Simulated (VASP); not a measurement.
# BaO (Fm-3m) in VASP: vibrations by perturbation theory with PBE

Aim: the vibrations by perturbation theory of BaO with PBE.

Program: VASP 6.6.1. These are calculated values, not measurements. Logs are shortened: lines on timing, memory, paths and dates and some standing lists are left out, and cuts for length are marked.

## Step 1: The cell of the first run

The structure is cubic, space group Fm-3m (No. 225). Conventional cell: a = 5.500 Å, b = 5.500 Å, c = 5.500 Å, α = 90.00°, β = 90.00°, γ = 90.00°. Within 3.6 Å of Ba (site symmetry m-3m) lie 6 O at 2.75 Å. O (site symmetry m-3m) has 6 Ba at 2.75 Å within 3.6 Å.

## Step 2: Vibrations by perturbation theory, PBE

INCAR reads:

```
PREC = Accurate
ENCUT = 600
EDIFF = 1E-8
ISMEAR = 0
SIGMA = 0.01
LREAL = F
LASPH = T
NELM = 120
ALGO = Normal
ISIF = 2
LWAVE = F
LCHARG = F
GGA = PE
NBANDS = 15
IBRION = 8
NSW = 1
GGA_COMPAT = F
```

KPOINTS reads:

```
regular mesh
0
Gamma
  6 6 6
```

POSCAR reads:

```
BaO
1.0
    0.0000000000      2.7500000000      2.7500000000
    2.7500000000      0.0000000000      2.7500000000
    2.7500000000      2.7500000000      0.0000000000
Ba O
1 1
Direct
    0.0000000000      0.0000000000      0.0000000000
    0.5000000000      0.5000000000      0.5000000000
```

Potentials or basis: VASP PAW PBE potentials, release 64 (Ba_sv, O).

The run is started by

```
cat potpaw_PBE.64/Ba_sv/POTCAR potpaw_PBE.64/O/POTCAR > POTCAR
mpirun -np 1 vasp_std > vasp.out
```

OUTCAR:

```text
PREC = Accurate
   ENCUT = 600
   EDIFF = 1E-8
   ISMEAR = 0
   LREAL = F
   LASPH = T
   NELM = 120
   ISIF = 2
   GGA = PE
   IBRION = 8
   NSW = 1

 ion  position               nearest neighbor table
   1  0.000  0.000  0.000-   2 2.75   2 2.75   2 2.75   2 2.75   2 2.75   2 2.75
   2  0.500  0.500  0.500-   1 2.75   1 2.75   1 2.75   1 2.75   1 2.75   1 2.75

  LATTYP: Found a face centered cubic cell.
 ALAT       =     5.5000000000

  Lattice vectors:

 A1 = (   0.0000000000,   2.7500000000,   2.7500000000)
 A2 = (   2.7500000000,   0.0000000000,   2.7500000000)
 A3 = (   2.7500000000,   2.7500000000,   0.0000000000)

Analysis of symmetry for initial positions (statically):
=====================================================================
 Subroutine PRICEL returns:
 Original cell was already a primitive cell.

 Routine SETGRP: Setting up the symmetry group for a
 face centered cubic supercell.

 Subroutine GETGRP returns: Found 48 space group operations
 (whereof 48 operations were pure point group operations)
 out of a pool of 48 trial point group operations.

The static configuration has the point symmetry O_h .

Analysis of symmetry for dynamics (positions and initial velocities):
=====================================================================
 Subroutine PRICEL returns:
 Original cell was already a primitive cell.

 Routine SETGRP: Setting up the symmetry group for a
 face centered cubic supercell.

 Subroutine GETGRP returns: Found 48 space group operations
 (whereof 48 operations were pure point group operations)
 out of a pool of 48 trial point group operations.

The dynamic configuration has the point symmetry O_h .

 Subroutine INISYM returns: Found 48 space group operations
 (whereof 48 operations are pure point group operations),
 and found     1 'primitive' translations

----------------------------------------------------------------------------------------

                                     Primitive cell

[... 435 lines left out ...]

 VOLUME and BASIS-vectors are now :
 -----------------------------------------------------------------------------
  energy-cutoff  :      600.00
  volume of cell :       41.59
      direct lattice vectors                 reciprocal lattice vectors
     0.000000000  2.750000000  2.750000000    -0.181818182  0.181818182  0.181818182
     2.750000000  0.000000000  2.750000000     0.181818182 -0.181818182  0.181818182
     2.750000000  2.750000000  0.000000000     0.181818182  0.181818182 -0.181818182

 POSITION                                       TOTAL-FORCE (eV/Angst)
 -----------------------------------------------------------------------------------
      0.00000      0.00000      0.00000        -0.000000     -0.000000     -0.000000
      2.75000      2.75000      2.75000         0.000000      0.000000      0.000000
 -----------------------------------------------------------------------------------
    total drift:                                0.000000     -0.000000      0.000000

  FREE ENERGIE OF THE ION-ELECTRON SYSTEM (eV)
  ---------------------------------------------------
  free  energy   TOTEN  =       -11.7721452334 eV

  energy  without entropy=      -11.7721452334  energy(sigma->0) =      -11.77214523

[... ionic steps 2 to 3 ...]

--------------------------------------- Ionic step        4  -------------------------------------------

------------------------ aborting loop because EDIFF is reached ----------------------------------------

[... ionic steps 5 to 6 ...]

--------------------------------------- Ionic step        7  -------------------------------------------

 Free energy of the ion-electron system (eV)
  ---------------------------------------------------
  ---------------------------------------------------
  free energy    TOTEN  =        -0.36811609 eV

  energy without entropy =       -0.36811609

------------------------ aborting loop because EDIFF is reached ----------------------------------------

 INTERNAL STRAIN TENSOR  FOR ION    2  DIRECTION 1   (eV/Angst):
 -----------------------------------------------------------------------------
    -0.02995  0.00000  0.00000
     0.00000  0.00488  0.00000
     0.00000  0.00000  0.00488

 INTERNAL STRAIN TENSOR FOR ION    2 for displacements in x,y,z  (eV/Angst):
          X           Y           Z          XY          YZ          ZX
  --------------------------------------------------------------------------------
  x     0.00000     0.00000     0.00000     0.00000     0.00000     0.00000
  y     0.00000     0.00000     0.00000     0.00000     0.00000     0.00000
  z     0.00000     0.00000     0.00000     0.00000     0.00000     0.00000

 SECOND DERIVATIVES (NOT SYMMETRIZED)
 ------------------------------------
               1X          1Y          1Z          2X          2Y          2Z
  1X    -0.875810    0.000000    0.000000    0.875810    0.000000    0.000000
  1Y     0.000000   -0.875810    0.000000    0.000000    0.875810    0.000000
  1Z     0.000000    0.000000   -0.875810    0.000000    0.000000    0.875810
  2X     0.860765    0.000000    0.000000   -0.860765    0.000000    0.000000
  2Y     0.000000    0.860765    0.000000    0.000000   -0.860765    0.000000
  2Z     0.000000    0.000000    0.860765    0.000000    0.000000   -0.860765

 Eigenvectors and eigenvalues of the dynamical matrix
 ----------------------------------------------------

   1 f  =    3.834967 THz    24.095806 2PiTHz  127.920717 cm-1    15.860140 meV
             X         Y         Z           dx          dy          dz
      0.000000  0.000000  0.000000     0.310947    0.096439    0.000000
      2.750000  2.750000  2.750000    -0.903085   -0.280087    0.000000
[... 21 lines left out ...]
   6 f/i=    0.010228 THz     0.064264 2PiTHz    0.341165 cm-1     0.042299 meV
             X         Y         Z           dx          dy          dz
      0.000000  0.000000  0.000000    -0.019896   -0.945064    0.021661
      2.750000  2.750000  2.750000    -0.006850   -0.325401    0.007458

--------------------------------------------------------------------------------------------------------

 ELASTIC MODULI CONTR FROM IONIC RELAXATION (kBar)
 Direction    XX          YY          ZZ          XY          YZ          ZX
 --------------------------------------------------------------------------------
 XX           0.0000      0.0000      0.0000      0.0000      0.0000      0.0000
 YY           0.0000      0.0000      0.0000      0.0000      0.0000      0.0000
 ZZ           0.0000      0.0000      0.0000      0.0000      0.0000      0.0000
 XY           0.0000      0.0000      0.0000      0.0000      0.0000      0.0000
 YZ           0.0000      0.0000      0.0000      0.0000      0.0000      0.0000
 ZX           0.0000      0.0000      0.0000      0.0000      0.0000      0.0000
 --------------------------------------------------------------------------------
```

stdout:

```text
POSCAR found type information on POSCAR BaO
 POSCAR found :  2 types and       2 ions
 scaLAPACK will be used
 LDA part: xc-table for (Slater+PW92), standard interpolation
 POSCAR, INCAR and KPOINTS ok, starting setup
 FFT: planning ... GRIDC
 FFT: planning ... GRID_SOFT
 FFT: planning ... GRID
 WAVECAR not read
 entering main loop
 Linear response reoptimize wavefunctions to high precision
 Linear response DOF=           2
 Linear response progress:
 first order change of Fermi-energy   0.85875E-04
 force on displaced ion       1 direction 1 :  -0.876   0.000   0.000
 Linear response progress:
 first order change of Fermi-energy   0.36317E-04
 force on displaced ion       2 direction 1 :  -0.861   0.000   0.000
 Linear response finished
```

It took 2.3 min on 1 thread of AMD EPYC 7R43 (Zen 3), shared host; peak memory 0.21 GiB.

Results:

```yaml
Highest_phonon_frequency_at_Γ_LO-TO_splitting_left_out: 128 cm⁻¹
```

Phonon frequencies in cm⁻¹ (negative: imaginary):
```csv
q point,frequencies
"(0.000, 0.000, 0.000)",0 0 0 128 128 128
```

Caveat: the cell stands under pressure or tension, which shifts response properties; spin-orbit coupling is left out, which moves the levels of the heavy elements.
